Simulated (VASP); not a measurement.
# AlN (F-43m) in VASP: notebook

The runs below take AlN through single point, with r2SCAN.

Everything below comes from runs of VASP 6.6.1. Logs are shortened: lines on timing, memory, paths and dates and some standing lists are left out, and cuts for length are marked.

## (1) The cell of the first run

It takes space group F-43m (No. 216, cubic). Conventional cell: a = 4.370 Å, b = 4.370 Å, c = 4.370 Å, α = 90.00°, β = 90.00°, γ = 90.00°. Al (site symmetry -43m) has 4 N at 1.89 Å within 2.5 Å. N (site symmetry -43m) has 4 Al at 1.89 Å within 2.5 Å.

## (2) Single point, r2SCAN

Contents of POSCAR:

```
AlN
1.0
    0.0000000000      2.1848764836      2.1848764836
    2.1848764836      0.0000000000      2.1848764836
    2.1848764836      2.1848764836      0.0000000000
Al N
1 1
Direct
    0.0000000000      0.0000000000      0.0000000000
    0.7500000000      0.7500000000      0.7500000000
```

Contents of INCAR.step1:

```
PREC = Accurate
ENCUT = 520
ISMEAR = 0
SIGMA = 0.01
LREAL = False
LASPH = True
NELM = 60
NBANDS = 11
GGA = PE
ALGO = Normal
EDIFF = 1E-4
LWAVE = True
LCHARG = False
```

Contents of INCAR.step2:

```
PREC = Accurate
ENCUT = 520
EDIFF = 1E-6
ISMEAR = 0
SIGMA = 0.01
LREAL = False
LASPH = True
NELM = 60
ALGO = Normal
ISIF = 2
LWAVE = False
LCHARG = False
METAGGA = R2SCAN
LMIXTAU = True
NBANDS = 11
ISTART = 1
```

Contents of KPOINTS:

```
Automatic mesh
0
Gamma
  8 8 8
```

Potentials or basis: VASP PAW PBE potentials, release 64 (Al, N).

The run is started by

```bash
$ cat potpaw_PBE.64/Al/POTCAR potpaw_PBE.64/N/POTCAR > POTCAR
$ cp INCAR.step1 INCAR
$ mpirun -np 1 vasp_std > vasp.out
$ cp INCAR.step2 INCAR
$ mpirun -np 1 vasp_std > vasp.out
```

OUTCAR:

```text
PREC = Accurate
   ENCUT = 520
   EDIFF = 1E-6
   ISMEAR = 0
   LREAL = False
   LASPH = True
   NELM = 60
   ISIF = 2
   METAGGA = R2SCAN
   ISTART = 1

 ion  position               nearest neighbor table
   1  0.000  0.000  0.000-   2 1.89   2 1.89   2 1.89   2 1.89
   2  0.750  0.750  0.750-   1 1.89   1 1.89   1 1.89   1 1.89

  LATTYP: Found a face centered cubic cell.
 ALAT       =     4.3697529672

  Lattice vectors:

 A1 = (   0.0000000000,   2.1848764836,   2.1848764836)
 A2 = (   2.1848764836,   0.0000000000,   2.1848764836)
 A3 = (   2.1848764836,   2.1848764836,   0.0000000000)

Analysis of symmetry for initial positions (statically):
[... 5 lines left out ...]
 face centered cubic supercell.

 Subroutine GETGRP returns: Found 24 space group operations
 (whereof 24 operations were pure point group operations)
 out of a pool of 48 trial point group operations.

The static configuration has the point symmetry T_d .

Analysis of symmetry for dynamics (positions and initial velocities):
[... 5 lines left out ...]
 face centered cubic supercell.

 Subroutine GETGRP returns: Found 24 space group operations
 (whereof 24 operations were pure point group operations)
 out of a pool of 48 trial point group operations.

The dynamic configuration has the point symmetry T_d .

 Subroutine INISYM returns: Found 24 space group operations
 (whereof 24 operations are pure point group operations),
 and found     1 'primitive' translations

----------------------------------------------------------------------------------------

                                     Primitive cell

  volume of cell :      20.8598

  direct lattice vectors                    reciprocal lattice vectors
     0.000000000  2.184876484  2.184876484    -0.228845888  0.228845888  0.228845888
     2.184876484  0.000000000  2.184876484     0.228845888 -0.228845888  0.228845888
     2.184876484  2.184876484  0.000000000     0.228845888  0.228845888 -0.228845888

  length of vectors
     3.089881955  3.089881955  3.089881955     0.396372706  0.396372706  0.396372706

  position of ions in fractional coordinates (direct lattice)
     0.000000000  0.000000000  0.000000000
     0.750000000  0.750000000  0.750000000

  ion indices of the primitive-cell ions
   primitive index   ion index
                 1           1
                 2           2

----------------------------------------------------------------------------------------

 KPOINTS: Automatic mesh

Automatic generation of k-mesh.
 Grid dimensions read from file:
 generate k-points for:    8    8    8

 Generating k-lattice:

  Cartesian coordinates                     Fractional coordinates (reciprocal lattice)
    -0.028605736  0.028605736  0.028605736     0.125000000  0.000000000  0.000000000
     0.028605736 -0.028605736  0.028605736     0.000000000  0.125000000  0.000000000
     0.028605736  0.028605736 -0.028605736     0.000000000  0.000000000  0.125000000

  Length of vectors
     0.049546588  0.049546588  0.049546588

  Shift w.r.t. Gamma in fractional coordinates (k-lattice)
     0.000000000  0.000000000  0.000000000

 Subroutine IBZKPT returns following result:
 ===========================================

 Found     29 irreducible k-points:

 Following reciprocal coordinates:
            Coordinates               Weight
  0.000000  0.000000  0.000000      1.000000
  0.125000  0.000000  0.000000      8.000000
  0.250000  0.000000  0.000000      8.000000
  0.375000  0.000000  0.000000      8.000000
  0.500000  0.000000  0.000000      4.000000
  0.125000  0.125000  0.000000      6.000000
[... 16 lines left out ...]
  0.500000  0.250000  0.125000     48.000000
 -0.375000  0.250000  0.125000     24.000000
 [... further k-points ...]
   k-points           NKPTS =     29   k-points in BZ     NKDIM =     29   number of bands    NBANDS=     11
   number of dos      NEDOS =    301   number of ions     NIONS =      2
   total plane-waves  NPLWV =  13824
   dimension x,y,z NGX =    24 NGY =   24 NGZ =   24
   dimension x,y,z NGXF=    48 NGYF=   48 NGZF=   48
   ions per type =               1   1
   NGX,Y,Z   is equivalent  to a cutoff of  12.91, 12.91, 12.91 a.u.
   NGXF,Y,Z  is equivalent  to a cutoff of  25.83, 25.83, 25.83 a.u.
 SYSTEM =  unknown system
   PREC   = accura    normal or accurate (medium, high low for compatibility)
   ISTART =      1    job   : 0-new  1-cont  2-samecut
   ICHARG =      0    charge: 1-file 2-atom 10-const
   ISPIN  =      1    spin polarized calculation?
   LNONCOLLINEAR =      F non collinear calculations
   LSORBIT =      F    spin-orbit coupling
   LASPH  =      T    aspherical Exc in radial PAW
   ENCUT  =  520.0 eV  38.22 Ry    6.18 a.u.   5.75  5.75  5.75*2*pi/ulx,y,z
   NELM   =     60;   NELMIN=  2; NELMDL=  0     # of ELM steps
   EDIFF  = 0.1E-05   stopping-criterion for ELM
   LREAL  =      F    real-space projection
   EDIFFG = 0.1E-04   stopping-criterion for IOM
   NSW    =      0    number of steps for IOM
   IBRION =     -1    ionic relax: 0-MD 1-quasi-New 2-CG
   NFREE  =      0    steps in history (QN), initial steepest desc. (CG)
   ISIF   =      2    stress and relaxation
   ISYM   =      2    0-nonsym 1-usesym 2-fastsym
   POTIM  = 0.5000    time-step for ionic-motion
   TEBEG  =    0.0;   TEEND  =   0.0 temperature during run
   PSTRESS=    0.0 pullay stress
   NELECT =       8.0000    total number of electrons
   NUPDOWN=      -1.0000    fix difference up-down
   EMIN   =  10.00;   EMAX   =-10.00  energy-range for DOS
   EFERMI =   0.00;   METHOD = LEGACY
   ISMEAR =     0;   SIGMA  =   0.01  broadening in eV -4-tet -1-fermi 0-gaus
   EFERMI_NEDOS =   21; number of points for ismear=-14 and -15
   IALGO  =     38    algorithm
   IMIX   =      4    mixing-type and parameters
     AMIX     =   0.40;   BMIX     =  1.00
     AMIX_MAG =   1.60;   BMIX_MAG =  1.00
  volume/ion in A,a.u.               =      10.43        70.38
  Fermi-wavevector in a.u.,A,eV,Ry     =   1.189418  2.247675 19.248377  1.414716
  Thomas-Fermi vector in A             =   2.325526
   LORBIT       =      0    0 simple, 1 ext, 2 COOP (PROOUT), +10 PAW based schemes
   METAGGA = R2SCAN    functional components
   LHFCALC =     F    Hartree Fock is set to
   AEXX    =    0.0000 exact exchange contribution
   IVDW    =     0    specifies the selected vdW correction
   LEPSILON=     F    determine dielectric tensor
   LRPA    =     F    only Hartree local field effects (RPA)
 non-spin polarized calculation
 Gauss-broadening in eV      SIGMA  =   0.01
  energy-cutoff  :      520.00
  volume of cell :       20.86
 maximum number of plane-waves:       588
   NGX = 11   NGY = 11   NGZ = 11

 number of electron       8.0000000 magnetization

 Free energy of the ion-electron system (eV)
  ---------------------------------------------------
  ext. energy  EPLUGINS =         0.00000000
  ---------------------------------------------------
  free energy    TOTEN  =       -19.17961498 eV

  energy without entropy =      -19.17961498  energy(sigma->0) =      -19.17961498

 E-fermi :   5.8364     XC(G=0): -11.4129

 val. band max:        5.6818754736   @ k =   0.0000   0.0000   0.0000
 cond. band min:       9.6155930829   @ k =   0.5000   0.5000   0.0000
 fundamental gap:      3.9337176093
 Fermi energy:         5.8363510563

 k-point     1 :       0.0000    0.0000    0.0000
  band No.  band energies     occupation
      1     -10.0528      2.00000
      2       5.6819      2.00000
      3       5.6819      2.00000
      4       5.6819      2.00000
      5      10.5629      0.00000
      6      19.1906      0.00000
      7      19.1906      0.00000
      8      19.1906      0.00000
      9      24.2061      0.00000
     10      24.2061      0.00000
     11      25.9160      0.00000

 k-point     2 :       0.1250    0.0000    0.0000
  band No.  band energies     occupation
      1      -9.8257      2.00000
      2       4.5113      2.00000
      3       5.6027      2.00000
      4       5.6027      2.00000
      5      11.5097      0.00000
      6      18.6306      0.00000
      7      19.3689      0.00000
      8      19.3689      0.00000
      9      22.6961      0.00000
     10      22.6961      0.00000
     11      24.8485      0.00000

 k-point     3 :       0.2500    0.0000    0.0000
  band No.  band energies     occupation
      1      -9.2064      2.00000
      2       2.4004      2.00000
      3       5.4238      2.00000
      4       5.4238      2.00000
      5      12.8911      0.00000
      6      17.6217      0.00000
      7      18.8854      0.00000
      8      18.8854      0.00000
      9      22.9165      0.00000
     10      22.9165      0.00000
     11      24.0606      0.00000

 k-point     4 :       0.3750    0.0000    0.0000
  band No.  band energies     occupation
      1      -8.4360      2.00000
      2       0.5615      2.00000
      3       5.2600      2.00000
      4       5.2600      2.00000
      5      13.6661      0.00000
      6      16.8201      0.00000
      7      17.9762      0.00000
      8      17.9762      0.00000
      9      24.4501      0.00000
     10      25.1137      0.00000
     11      25.1137      0.00000
[... 239 lines left out ...]
 k-point    22 :       0.3750    0.2500    0.1250
  band No.  band energies     occupation
      1      -8.7108      2.00000
      2       2.0911      2.00000
      3       4.1931      2.00000
      4       5.0758      2.00000
      5      13.2319      0.00000
      6      17.0727      0.00000
      7      17.4707      0.00000
      8      19.9057      0.00000
      9      21.3630      0.00000
     10      25.9411      0.00000
     11      28.4637      0.00000

 k-point    23 :       0.5000    0.2500    0.1250
  band No.  band energies     occupation
      1      -8.0501      2.00000
      2       1.0290      2.00000
      3       3.5993      2.00000
      4       4.7474      2.00000
      5      13.4655      0.00000
      6      16.1840      0.00000
      7      18.1993      0.00000
      8      19.4830      0.00000
      9      22.8185      0.00000
     10      26.5809      0.00000
     11      28.7051      0.00000

 k-point    24 :      -0.3750    0.2500    0.1250
  band No.  band energies     occupation
      1      -7.7276      2.00000
      2       0.5169      2.00000
      3       3.4449      2.00000
      4       4.5595      2.00000
      5      13.5198      0.00000
      6      15.7932      0.00000
      7      18.8594      0.00000
      8      19.3011      0.00000
      9      24.0121      0.00000
     10      25.6218      0.00000
     11      29.0583      0.00000

 [... further k-points ...]
[... 5 lines left out ...]
  --------------------------------------------------------------------------------------
  -------------------------------------------------------------------------------------
  Total       -0.0505181     -0.0505181     -0.0505181      0.0000000      0.0000000     -0.0000000
  in kB       -3.8801368     -3.8801368     -3.8801368      0.0000000      0.0000000     -0.0000000
  external PRESSURE =      -3.8801368 kB  Pullay stress =       0.0000000 kB

 VOLUME and BASIS-vectors are now :
 -----------------------------------------------------------------------------
  energy-cutoff  :      520.00
  volume of cell :       20.86
      direct lattice vectors                 reciprocal lattice vectors
     0.000000000  2.184876484  2.184876484    -0.228845888  0.228845888  0.228845888
     2.184876484  0.000000000  2.184876484     0.228845888 -0.228845888  0.228845888
     2.184876484  2.184876484  0.000000000     0.228845888  0.228845888 -0.228845888

 POSITION                                       TOTAL-FORCE (eV/Angst)
 -----------------------------------------------------------------------------------
      0.00000      0.00000      0.00000         0.000000     -0.000000      0.000000
      3.27731      3.27731      3.27731        -0.000000      0.000000     -0.000000
 -----------------------------------------------------------------------------------
    total drift:                                0.000000      0.000000      0.000000

  FREE ENERGIE OF THE ION-ELECTRON SYSTEM (eV)
  ---------------------------------------------------
  free  energy   TOTEN  =       -19.1796149765 eV

  energy  without entropy=      -19.1796149765  energy(sigma->0) =      -19.17961498
```

Wall time 10 s (1 thread of Intel Xeon 6975P-C (Granite Rapids), shared host); peak memory 0.13 GiB.

What came out:

```
Free energy            : -19.1796 eV
Pressure               : -0.4 GPa
Band gap on the k mesh : 3.93 eV, indirect (least direct gap 4.88 eV)
```

Levels at points of the mesh, in eV from the valence-band top:
```
           k point  band 2  band 3  band 4  band 5  band 6  band 7
(0.00, 0.00, 0.00)    0.00    0.00    0.00    4.88   13.51   13.51
(0.50, 0.00, 0.00)   -5.89   -0.49   -0.49    8.20   10.82   11.94
(0.50, 0.50, 0.00)   -4.95   -1.81   -1.81    3.93    9.47   15.18
```

Caveat: the PAW data sets were made with another functional, which shifts forces and pressure a little. A k mesh can miss the band edges.

## (3) Single point, r2SCAN (volume changed by -3%)

Contents of POSCAR:

```
AlN
1.0
    0.0000000000      2.1628055152      2.1628055152
    2.1628055152      0.0000000000      2.1628055152
    2.1628055152      2.1628055152      0.0000000000
Al N
1 1
Direct
    0.0000000000      0.0000000000      0.0000000000
    0.7500000000      0.7500000000      0.7500000000
```

Contents of INCAR.step1:

```
SYSTEM = AlN
PREC = Accurate
ENCUT = 520
ISMEAR = 0
SIGMA = 0.01
LREAL = .False.
LASPH = .True.
NELM = 80
NBANDS = 11
GGA = PE
ALGO = Normal
EDIFF = 1E-4
LWAVE = .True.
LCHARG = .False.
```

Contents of INCAR.step2:

```
SYSTEM = AlN
PREC = Accurate
ENCUT = 520
EDIFF = 1E-6
ISMEAR = 0
SIGMA = 0.01
LREAL = .False.
LASPH = .True.
NELM = 80
ALGO = Normal
ISIF = 2
LWAVE = .False.
LCHARG = .False.
METAGGA = R2SCAN
LMIXTAU = .True.
NBANDS = 11
ISTART = 1
```

Contents of KPOINTS:

```
Automatic mesh
0
Gamma
  8 8 8
  0 0 0
```

Potentials or basis: VASP PAW PBE potentials, release 64 (Al, N).

The run is started by

```bash
$ cat potpaw_PBE.64/Al/POTCAR potpaw_PBE.64/N/POTCAR > POTCAR
$ cp INCAR.step1 INCAR
$ mpirun -np 1 vasp_std > vasp.out
$ cp INCAR.step2 INCAR
$ mpirun -np 1 vasp_std > vasp.out
```

OUTCAR:

```text
SYSTEM = AlN
   PREC = Accurate
   ENCUT = 520
   EDIFF = 1E-6
   ISMEAR = 0
   LREAL = .False.
   LASPH = .True.
   NELM = 80
   ISIF = 2
   METAGGA = R2SCAN
   ISTART = 1

 ion  position               nearest neighbor table
   1  0.000  0.000  0.000-   2 1.87   2 1.87   2 1.87   2 1.87
   2  0.750  0.750  0.750-   1 1.87   1 1.87   1 1.87   1 1.87

  LATTYP: Found a face centered cubic cell.
 ALAT       =     4.3256110304

  Lattice vectors:

 A1 = (   0.0000000000,   2.1628055152,   2.1628055152)
 A2 = (   2.1628055152,   0.0000000000,   2.1628055152)
 A3 = (   2.1628055152,   2.1628055152,   0.0000000000)
[... 513 lines left out ...]
      8      19.9034      0.00000
      9      24.7178      0.00000
     10      26.2727      0.00000
     11      29.8079      0.00000

 [... further k-points ...]
[... 5 lines left out ...]
  --------------------------------------------------------------------------------------
  -------------------------------------------------------------------------------------
  Total        0.8119764      0.8119764      0.8119764      0.0000000      0.0000000     -0.0000000
  in kB       64.2941721     64.2941721     64.2941721      0.0000000      0.0000000     -0.0000000
  external PRESSURE =      64.2941721 kB  Pullay stress =       0.0000000 kB

 VOLUME and BASIS-vectors are now :
 -----------------------------------------------------------------------------
  energy-cutoff  :      520.00
  volume of cell :       20.23
      direct lattice vectors                 reciprocal lattice vectors
     0.000000000  2.162805515  2.162805515    -0.231181212  0.231181212  0.231181212
     2.162805515  0.000000000  2.162805515     0.231181212 -0.231181212  0.231181212
     2.162805515  2.162805515  0.000000000     0.231181212  0.231181212 -0.231181212

 POSITION                                       TOTAL-FORCE (eV/Angst)
 -----------------------------------------------------------------------------------
      0.00000      0.00000      0.00000         0.000000      0.000000      0.000000
      3.24421      3.24421      3.24421        -0.000000     -0.000000     -0.000000
 -----------------------------------------------------------------------------------
    total drift:                                0.000001      0.000001      0.000001

  FREE ENERGIE OF THE ION-ELECTRON SYSTEM (eV)
  ---------------------------------------------------
  free  energy   TOTEN  =       -19.1674026773 eV

  energy  without entropy=      -19.1674026773  energy(sigma->0) =      -19.16740268
```

OUTCAR.step1:

```text
SYSTEM = AlN
   PREC = Accurate
   ENCUT = 520
   ISMEAR = 0
   LREAL = .False.
   LASPH = .True.
[... 557 lines left out ...]
      0.00000      0.00000      0.00000        -0.000000     -0.000000     -0.000000
      3.24421      3.24421      3.24421         0.000000      0.000000      0.000000
 -----------------------------------------------------------------------------------
    total drift:                               -0.000000     -0.000000     -0.000000

  FREE ENERGIE OF THE ION-ELECTRON SYSTEM (eV)
  ---------------------------------------------------
  free  energy   TOTEN  =       -14.8107764808 eV

  energy  without entropy=      -14.8107764808  energy(sigma->0) =      -14.81077648
```

Wall time 9.6 s (1 thread of Intel Xeon 6975P-C (Granite Rapids), shared host); peak memory 0.14 GiB.

Results:

```
Free energy            : -19.1674 eV
Pressure               : 6.4 GPa
Band gap on the k mesh : 3.96 eV, indirect (least direct gap 5.17 eV)
```

Caveat: the PAW data sets were made with another functional, which shifts forces and pressure a little.

[end of part 1 of 2]
